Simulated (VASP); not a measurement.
Set up this calculation in VASP 6.6.1, as the native input.

| Quantity | Value |
| --- | --- |
| Task | single point |
| Functional | LDA |
| Potentials or basis | VASP PAW LDA potentials, release 64 (Pb_d) |
| Cutoff | 520 eV |
| k mesh | 15 × 15 × 15 |
| Occupations | fermi-dirac, width 0.05 eV |
| Spin | non-collinear spin, zero start, spin-orbit coupling |
| Starting moments | [[0.0, 0.0, 0.0]] μB |
| Dipole correction | no |
| Further INCAR settings | ALGO = Normal; EDIFF = 1e-06; NBANDS = 25 |

The structure of Pb lies in POSCAR:

```
Pb
1.0
    0.0000000000      2.4395921919      2.4395921919
    2.4395921919      0.0000000000      2.4395921919
    2.4395921919      2.4395921919      0.0000000000
Pb
1
Direct
    0.0000000000      0.0000000000      0.0000000000
```

One way to write it, as run:

INCAR

```
PREC = Accurate
ENCUT = 520
EDIFF = 1E-6
ISMEAR = -1
SIGMA = 0.05
LREAL = F
LASPH = T
NELM = 150
ALGO = Normal
ISIF = 2
LWAVE = F
LCHARG = F
MAGMOM = 0 0 0
LORBIT = 11
LSORBIT = T
GGA_COMPAT = F
LORBMOM = T
GGA = CA
NBANDS = 25
```

KPOINTS

```
Automatic mesh
0
Gamma
  15 15 15
```

Potentials or basis: VASP PAW LDA potentials, release 64 (Pb_d).

Launch:

```console
$ cat potpaw_LDA.64/Pb_d/POTCAR > POTCAR
$ mpirun -np 1 vasp_ncl > vasp.out
```

It gave:

| Quantity | Value |
| --- | --- |
| Pressure | 0.0 GPa |
| Net moment | 0.00 μB per cell |
| Valence electrons inside the program's atomic spheres | Pb 11.99 |

Wall time 100 s on 1 thread of Intel(R) Xeon(R) Platinum 8488C (Sapphire Rapids) (shared host), peak memory 0.28 GiB.
